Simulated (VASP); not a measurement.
# BN: vibrations by perturbation theory with LDA

The system is BN.

```
CELL_PARAMETERS angstrom
2.50399 0.00000 0.00000
-1.25199 2.16852 0.00000
0.00000 0.00000 6.66120
ATOMIC_POSITIONS crystal
B 0.33333 0.66667 0.25000
B 0.66667 0.33333 0.75000
N 0.33333 0.66667 0.75000
N 0.66667 0.33333 0.25000
```

| Property | Result |
| --- | --- |
| Program | VASP 6.6.1 |
| Task | vibrations by perturbation theory |
| Functional | LDA |
| Potentials or basis | VASP PAW LDA potentials, release 64 (B, N) |
| Cutoff | 520 eV |
| k mesh | 12 × 12 × 4 |
| Occupations | gaussian, width 0.01 eV |
| Spin | no spin polarisation |
| Dipole correction | no |
| Further INCAR settings | ALGO = Normal; EDIFF = 1e-08; NBANDS = 16; IBRION = 8; NSW = 1 |

```yaml
Electronic_dielectric_tensor_diagonal: 4.84, 4.84, 2.74
Born_charges_mean_of_the_diagonal: B +2.06; N -2.06 e
Highest_phonon_frequency_at_Γ_LO-TO_splitting_left_out: 1349 cm⁻¹
```

Phonon frequencies in cm⁻¹ (negative: imaginary):
```
              q point                                 frequencies
(0.000, 0.000, 0.000)  0 0 0 43 43 90 762 814 1349 1349 1349 1349
```

Electronic dielectric tensor:
```
4.84 0.00 0.00
0.00 4.84 0.00
0.00 0.00 2.74
```

Born effective charge tensors (e):
atom 1, B
```
2.71 0.00 0.00
0.00 2.71 0.00
0.00 0.00 0.76
```
atom 2, B
```
2.71 0.00 0.00
0.00 2.71 0.00
0.00 0.00 0.76
```
atom 3, N
```
-2.71  0.00  0.00
 0.00 -2.71  0.00
 0.00  0.00 -0.76
```
atom 4, N
```
-2.71  0.00  0.00
 0.00 -2.71  0.00
 0.00  0.00 -0.76
```

It took 12 min on 1 thread of Intel(R) Xeon(R) Platinum 8259CL CPU @ 2.50GHz (Skylake/Cascade Lake), with other jobs on the host, peak memory 0.43 GiB.

Caveat: the cell stands under pressure or tension, which shifts response properties.
